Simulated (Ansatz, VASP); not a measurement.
GaSb in VASP and in Ansatz

The input INCAR:

```
SYSTEM = GaSb
ALGO     = Normal         ! electronic algorithm
EDIFF    = 1E-7           ! SCF threshold, eV
ENCUT    = 520            ! plane-wave cutoff, eV
GGA      = PS             ! functional
GGA_COMPAT= .False.      
ISIF     = 2              ! what is computed and relaxed
ISMEAR   = -1             ! smearing method
LASPH    = .True.         ! aspherical terms in the spheres
LCHARG   = .False.        ! write CHGCAR
LORBIT   = 11             ! projections on sites
LORBMOM  = .True.       
LREAL    = .False.        ! projectors in reciprocal space
LSORBIT  = .True.         ! spin-orbit coupling
LWAVE    = .False.        ! write WAVECAR
MAGMOM   = 0 0 0 0 0 0    ! initial moments
NBANDS   = 30             ! bands
NELM     = 150            ! most SCF steps
PREC     = Accurate       ! precision mode
SIGMA    = 0.05           ! smearing width, eV
```

File KPOINTS:

```
k-points
0
Gamma
  7 7 7
  0 0 0
```

Contents of POSCAR:

```
GaSb
1.0
   -2.7534340000      2.7534340000      1.5907070000
    2.7534340000     -2.7534340000      1.5907070000
    2.7534340000      2.7534340000     -1.5907070000
Sb Ga
1 1
Direct
    0.0000000000      0.0000000000      0.0000000000
    0.7500000000      0.2500000000      0.5000000000
```

File input.yaml:

```yaml
crystal:
  lattice:
    - [-2.753434, 2.753434, 1.590707]
    - [2.753434, -2.753434, 1.590707]
    - [2.753434, 2.753434, -1.590707]
  atoms:
    - { symbol: Sb, position: [0.0, 0.0, 0.0] }
    - { symbol: Ga, position: [0.75, 0.25, 0.5] }
kpoints:
  mp_grid: { grid: [7, 7, 7] }
  band_path:
    path:
      - [0.0, 0.0, 0.0]
      - [0.0, 0.0, 0.5]
      - [-0.5, 0.5, 0.5]
      - [0.0, 0.0, 0.0]
      - [0.3334393767, 0.3334393767, -0.3334393767]
      - [0.25, 0.25, 0.25]
      - [0.0, 0.5, 0.0]
      - [-0.3334393767, 0.6665606233, 0.3334393767]
    npoints: 12
scf:
  occupations: { method: fermi_dirac, width: 0.05 }
hamiltonian:
  xc: pbesol
  pseudopotentials: { kind: all_electron, lapw: { basis_error: 0.001 } }
magnetization:
  noncollinear: true
  spin_orbit: true
output:
  forces: true
  stress: true
  eigenvalues: true
```

Alike in both runs: functional PBEsol; k mesh 7 × 7 × 7; occupations fermi-dirac, width 0.05 eV; non-collinear spin, spin-orbit coupling.

|  | VASP | Ansatz |
| --- | --- | --- |
| version | VASP 6.6.1 | Ansatz 0.2.0 |
| potentials or method | VASP PAW PBE potentials, release 64 (Sb, Ga_d), cutoff 520 eV | all-electron LAPW, relativistic spinors |
| task | single point | band structure |

```csv
,VASP,Ansatz,Ansatz less VASP
pressure (GPa),-2.7,-2.8,-0.06
"traceless stress, the component that is largest in VASP (GPa)",-2.11,-2.08,+0.030
net moment per atom (μB),0.00,0.00,0.000
```

VASP's potentials were made for PBE, not for PBEsol. Ansatz ran all-electron here, and VASP with PAW potentials.

Noted on Ansatz's run: the k mesh is thin for a metal, which can move the energy by tens of meV per atom.
